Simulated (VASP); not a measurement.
# SiC3 (R3m) in VASP: settings compared, part 2 of 2

VASP 6.6.1. The steps go on from the part before.

## (4) Single point, PBEsol

Contents of INCAR:

```
  PREC = Accurate
  ENCUT = 520
  EDIFF = 1E-6
  ISMEAR = 1
  SIGMA = 0.001
  LREAL = False
  LASPH = True
  NELM = 80
  ALGO = Normal
  ISIF = 2
  LWAVE = False
  LCHARG = False
  GGA = PS
  NBANDS = 16
```

Contents of KPOINTS:

```
regular mesh
0
Gamma
  8 8 8
```

Contents of POSCAR:

```
SiC3
1.0
    1.4154339595      0.8172011775      4.6700734293
   -1.4154339595      0.8172011775      4.6700734293
    0.0000000000     -1.6344023551      4.6700734293
C Si
3 1
Direct
    1.0082378924      0.0082378924      0.0082378924
    0.4889604674      0.4889604674      0.4889604674
    0.3791724033      0.3791724033      0.3791724033
    0.8736292368      0.8736292368      0.8736292368
```

Potentials or basis: VASP PAW PBE potentials, release 64 (C, Si).

The run is started by

```sh
cat potpaw_PBE.64/C/POTCAR potpaw_PBE.64/Si/POTCAR > POTCAR
mpirun -np 1 vasp_std > vasp.out
```

OUTCAR:

```text
PREC = Accurate
   ENCUT = 520
   EDIFF = 1E-6
   ISMEAR = 1
   LREAL = False
   LASPH = True
   NELM = 80
   ISIF = 2
   GGA = PS

 ion  position               nearest neighbor table
   1  0.008  0.008  0.008-   3 1.72   3 1.72   3 1.72   4 1.89
   2  0.489  0.489  0.489-   3 1.54   4 1.79   4 1.79   4 1.79
   3  0.379  0.379  0.379-   2 1.54   1 1.72   1 1.72   1 1.72
   4  0.874  0.874  0.874-   2 1.79   2 1.79   2 1.79   1 1.89

  LATTYP: Found a trigonal (rhomboedric) cell.
 ALAT       =     4.9478133446
 COS(alpha) =     0.8363249046

  Lattice vectors:

 A1 = (   1.4154339595,   0.8172011775,   4.6700734293)
 A2 = (  -1.4154339595,   0.8172011775,   4.6700734293)
 A3 = (   0.0000000000,  -1.6344023551,   4.6700734293)

Analysis of symmetry for initial positions (statically):
=====================================================================
 Subroutine PRICEL returns:
 Original cell was already a primitive cell.

 Routine SETGRP: Setting up the symmetry group for a
 trigonal (rhombohedral) supercell.

 Subroutine GETGRP returns: Found  6 space group operations
 (whereof  6 operations were pure point group operations)
 out of a pool of 12 trial point group operations.

The static configuration has the point symmetry C_3v.

Analysis of symmetry for dynamics (positions and initial velocities):
=====================================================================
 Subroutine PRICEL returns:
 Original cell was already a primitive cell.

 Routine SETGRP: Setting up the symmetry group for a
 trigonal (rhombohedral) supercell.

 Subroutine GETGRP returns: Found  6 space group operations
 (whereof  6 operations were pure point group operations)
 out of a pool of 12 trial point group operations.

The dynamic configuration has the point symmetry C_3v.

[... 115 lines left out ...]
   EMIN   =  10.00;   EMAX   =-10.00  energy-range for DOS
   EFERMI =   0.00;   METHOD = LEGACY
   ISMEAR =     1;   SIGMA  =   0.00  broadening in eV -4-tet -1-fermi 0-gaus
   EFERMI_NEDOS =   21; number of points for ismear=-14 and -15
   IALGO  =     38    algorithm
   IMIX   =      4    mixing-type and parameters
     AMIX     =   0.40;   BMIX     =  1.00
     AMIX_MAG =   1.60;   BMIX_MAG =  1.00
  volume/ion in A,a.u.               =       8.10        54.68
  Fermi-wavevector in a.u.,A,eV,Ry     =   1.293849  2.445020 22.776773  1.674046
  Thomas-Fermi vector in A             =   2.425469
   LORBIT       =      0    0 simple, 1 ext, 2 COOP (PROOUT), +10 PAW based schemes
   GGA     = PS    functional components
   LHFCALC =     F    Hartree Fock is set to
   AEXX    =    0.0000 exact exchange contribution
   IVDW    =     0    specifies the selected vdW correction
   LEPSILON=     F    determine dielectric tensor
   LRPA    =     F    only Hartree local field effects (RPA)
 non-spin polarized calculation
 Methfessel and Paxton  Order N= 1 SIGMA  =   0.00
  energy-cutoff  :      520.00
  volume of cell :       32.41
 maximum number of plane-waves:       887
 NGX is ok and might be reduce to    40
   NGX = 19   NGY = 19   NGZ = 19

 number of electron      16.0000000 magnetization

 Free energy of the ion-electron system (eV)
  ---------------------------------------------------
  ext. energy  EPLUGINS =         0.00000000
  ---------------------------------------------------
  free energy    TOTEN  =       -32.91491334 eV

  energy without entropy =      -32.91491334  energy(sigma->0) =      -32.91491334

 E-fermi :   9.1293     XC(G=0): -12.1869

 val. band max:        9.1099627476   @ k =   0.0000   0.0000   0.0000
 cond. band min:      10.5642732959   @ k =   0.5000   0.5000   0.0000
 fundamental gap:      1.4543105483
 Fermi energy:         9.1292642290

 k-point     1 :       0.0000    0.0000    0.0000
  band No.  band energies     occupation
      1      -9.4064      2.00000
      2      -4.6451      2.00000
      3      -2.2702      2.00000
      4       6.2555      2.00000
      5       6.2555      2.00000
      6       8.1231      2.00000
[... 433 lines left out ...]
      3      -0.0437      2.00000
      4       2.2229      2.00000
      5       5.0668      2.00000
      6       5.4017      2.00000
[... 8 lines left out ...]
     15      19.8528      0.00000
     16      20.9213      0.00000

 [... further k-points ...]
[... 5 lines left out ...]
  --------------------------------------------------------------------------------------
  -------------------------------------------------------------------------------------
  Total       -0.2621987     -0.2621987     -0.0099189      0.0000000      0.0000000      0.0000000
  in kB      -12.9612703    -12.9612703     -0.4903232      0.0000000      0.0000000      0.0000000
  external PRESSURE =      -8.8042879 kB  Pullay stress =       0.0000000 kB

 VOLUME and BASIS-vectors are now :
 -----------------------------------------------------------------------------
  energy-cutoff  :      520.00
  volume of cell :       32.41
      direct lattice vectors                 reciprocal lattice vectors
     1.415433960  0.817201177  4.670073429     0.353248554  0.203948148  0.071376465
    -1.415433960  0.817201177  4.670073429    -0.353248554  0.203948148  0.071376465
     0.000000000 -1.634402355  4.670073429     0.000000000 -0.407896296  0.071376465

 POSITION                                       TOTAL-FORCE (eV/Angst)
 -----------------------------------------------------------------------------------
      0.00000     -0.00000      0.11541         0.000000     -0.000000      0.322560
      0.00000     -0.00000      6.85044         0.000000      0.000000     -0.431290
      0.00000     -0.00000      5.31229         0.000000      0.000000     -0.149341
      0.00000     -0.00000     12.23974         0.000000     -0.000000      0.258070
 -----------------------------------------------------------------------------------
    total drift:                                0.000000     -0.000000     -0.000118

  FREE ENERGIE OF THE ION-ELECTRON SYSTEM (eV)
  ---------------------------------------------------
  free  energy   TOTEN  =       -32.9149133369 eV

  energy  without entropy=      -32.9149133369  energy(sigma->0) =      -32.91491334
```

OSZICAR:

```text
N       E                     dE             d eps       ncg     rms          rms(c)
DAV:   1     0.193027179565E+02    0.19303E+02   -0.75194E+03  2080   0.924E+02
DAV:   2    -0.333605538269E+02   -0.52663E+02   -0.47601E+02  2984   0.161E+02
DAV:   3    -0.354085887522E+02   -0.20480E+01   -0.20393E+01  2648   0.287E+01
DAV:   4    -0.354204354339E+02   -0.11847E-01   -0.11844E-01  2656   0.268E+00
DAV:   5    -0.354205417776E+02   -0.10634E-03   -0.10634E-03  2648   0.234E-01    0.110E+01
DAV:   6    -0.331309131296E+02    0.22896E+01   -0.28766E+00  2672   0.143E+01    0.505E+00
DAV:   7    -0.329514582814E+02    0.17945E+00   -0.11194E+00  2824   0.720E+00    0.253E+00
DAV:   8    -0.329182264477E+02    0.33232E-01   -0.93466E-02  2608   0.218E+00    0.512E-01
DAV:   9    -0.329148838806E+02    0.33426E-02   -0.18021E-02  2696   0.115E+00    0.164E-01
DAV:  10    -0.329148985087E+02   -0.14628E-04   -0.19453E-03  2640   0.322E-01    0.611E-02
DAV:  11    -0.329149086125E+02   -0.10104E-04   -0.85421E-05  2720   0.672E-02    0.298E-02
DAV:  12    -0.329149132176E+02   -0.46052E-05   -0.14184E-05  2824   0.339E-02    0.730E-03
DAV:  13    -0.329149133369E+02   -0.11933E-06   -0.21889E-06  1952   0.109E-02
   1 F= -.32914913E+02 E0= -.32914913E+02  d E =0.131400-164
```

Wall time 60 s (1 thread of Intel Xeon Platinum 8488C (Sapphire Rapids), shared host); peak memory 0.22 GiB.

Results:

- Free energy: -32.9149 eV
- Pressure: -0.9 GPa
- Largest force: 0.431 eV/Å
- Band gap on the k mesh: 1.45 eV, indirect (least direct gap 3.08 eV)

Forces on the atoms (eV/Å):
```
C    0.000  0.000  0.323
C    0.000  0.000 -0.431
C    0.000  0.000 -0.149
Si   0.000  0.000  0.258
```

Caveat: the PAW data sets were made with another functional, which shifts forces and pressure a little. Expect the measured gap to be larger: semilocal functionals such as PBEsol lack the derivative discontinuity.

## (5) Single point, PBEsol

Contents of INCAR:

```
SYSTEM = SiC3
PREC = Accurate
ENCUT = 520
EDIFF = 1E-6
ISMEAR = 1
SIGMA = 0.2
LREAL = .False.
LASPH = .True.
NELM = 60
ALGO = Normal
ISIF = 2
LWAVE = .False.
LCHARG = .False.
GGA = PS
NBANDS = 16
```

Contents of KPOINTS:

```
regular mesh
0
Gamma
  8 8 8
  0 0 0
```

POSCAR is that of step 4.

The run is started by

```sh
cat potpaw_PBE.64/C/POTCAR potpaw_PBE.64/Si/POTCAR > POTCAR
mpirun -np 1 vasp_std > vasp.out
```

Run time: 59 s. Hardware: 1 thread of Intel Xeon Platinum 8488C (Sapphire Rapids), shared host; peak memory 0.23 GiB.

Results (log left out):

```yaml
Free_energy: -32.9147 eV
Pressure: -0.9 GPa
Largest_force: 0.431 eV/Å
Band_gap_on_the_k_mesh: 1.45 eV, indirect (least direct gap 3.08 eV)
```

Forces on the atoms (eV/Å):
```
C    0.000  0.000  0.322
C    0.000  0.000 -0.431
C    0.000  0.000 -0.149
Si   0.000  0.000  0.258
```

Stress tensor (GPa, compression positive):
```
-1.30  0.00  0.00
 0.00 -1.30  0.00
 0.00  0.00 -0.05
```

Levels at points of the mesh, in eV from the valence-band top:
```
           k point  band 4  band 5  band 6  band 7  band 8  band 9  band 10  band 11  band 12  band 13
(0.00, 0.00, 0.00)   -2.85   -2.85   -0.99    0.00    0.00    3.86     4.65     4.65     4.84     8.20
(0.50, 0.00, 0.00)   -8.16   -6.61   -5.09   -4.98   -2.46    3.12     4.00     6.16     8.81     9.04
(0.50, 0.50, 0.00)   -9.69   -5.42   -5.31   -2.35   -1.63    1.45     2.56     6.36     6.39     6.72
(0.50, 0.50, 0.50)   -5.00   -2.77   -2.77   -0.35   -0.35    3.94     5.24     5.24     5.48     9.10
```

Caveat: the PAW data sets were made with another functional, which shifts forces and pressure a little. PBEsol gaps usually lie below the measured ones, often by a third to a half.

## (6) Single point, LDA

Contents of INCAR:

```
SYSTEM = SiC3
PREC = Accurate
ENCUT = 520
EDIFF = 1E-6
ISMEAR = 0
SIGMA = 0.01
LREAL = .False.
LASPH = .True.
NELM = 80
ALGO = Normal
ISIF = 2
LWAVE = .False.
LCHARG = .False.
NBANDS = 16
```

KPOINTS is that of step 5.

POSCAR is that of step 5.

Potentials or basis: VASP PAW LDA potentials, release 64 (C, Si).

The run is started by

```sh
cat potpaw_LDA.64/C/POTCAR potpaw_LDA.64/Si/POTCAR > POTCAR
mpirun -np 1 vasp_std > vasp.out
```

It took 53 s on 1 thread of Intel Xeon Platinum 8488C (Sapphire Rapids), shared host; peak memory 0.2 GiB.

The run converged. Its results:

```yaml
Free_energy: -34.6011 eV
Pressure: -6.4 GPa
Largest_force: 0.391 eV/Å
Band_gap_on_the_k_mesh: 1.53 eV, indirect (least direct gap 3.15 eV)
```

Forces in eV/Å, atoms in the order of the input:
```
C    0.000  0.000  0.300
C    0.000  0.000 -0.391
C    0.000  0.000 -0.062
Si   0.000  0.000  0.153
```

Stress tensor (GPa, compression positive):
```
-6.60  0.00  0.00
 0.00 -6.60  0.00
 0.00  0.00 -6.13
```

Levels at points of the mesh, in eV from the valence-band top:
```
           k point  band 4  band 5  band 6  band 7  band 8  band 9  band 10  band 11  band 12  band 13
(0.00, 0.00, 0.00)   -2.85   -2.85   -0.99    0.00    0.00    4.00     4.62     4.62     4.83     8.27
(0.50, 0.00, 0.00)   -8.10   -6.55   -5.05   -4.95   -2.44    3.17     4.04     6.16     8.74     8.99
(0.50, 0.50, 0.00)   -9.64   -5.39   -5.28   -2.34   -1.62    1.53     2.63     6.34     6.40     6.72
(0.50, 0.50, 0.50)   -4.93   -2.76   -2.76   -0.35   -0.35    4.04     5.21     5.21     5.48     9.11
```

A k mesh can miss the band edges. A hybrid or GW would open this gap; LDA tends to underestimate it.

## (7) Overview

| level | potentials or basis | k mesh | smearing | gap on the mesh (eV) | pressure (GPa) | largest force (eV/Å) |
| --- | --- | --- | --- | --- | --- | --- |
| PBEsol | VASP PAW PBE potentials, release 64 (C, Si) | 4 × 4 × 4 | gaussian 0.01 eV | 1.43 | -0.6 | 0.37 |
| PBEsol | VASP PAW PBE potentials, release 64 (C, Si) | 5 × 5 × 5 | gaussian 0.01 eV | 1.47 | -0.8 | 0.41 |
| PBEsol | VASP PAW PBE potentials, release 64 (C, Si) | 8 × 8 × 8 | methfessel-paxton 0.001 eV | 1.45 | -0.9 | 0.43 |
| PBEsol | VASP PAW PBE potentials, release 64 (C, Si) | 8 × 8 × 8 | methfessel-paxton 0.2 eV | 1.45 | -0.9 | 0.43 |
| LDA | VASP PAW LDA potentials, release 64 (C, Si) | 8 × 8 × 8 | gaussian 0.01 eV | 1.53 | -6.4 | 0.39 |

Alike in all rows: task single point; no spin polarisation; cell as given; cutoff (eV) 520.

Caveats: some runs use coarse meshes; the PAW data sets were made with another functional, which shifts forces and pressure a little (some runs).

Absolute energies hang on the potentials; compare differences alone.
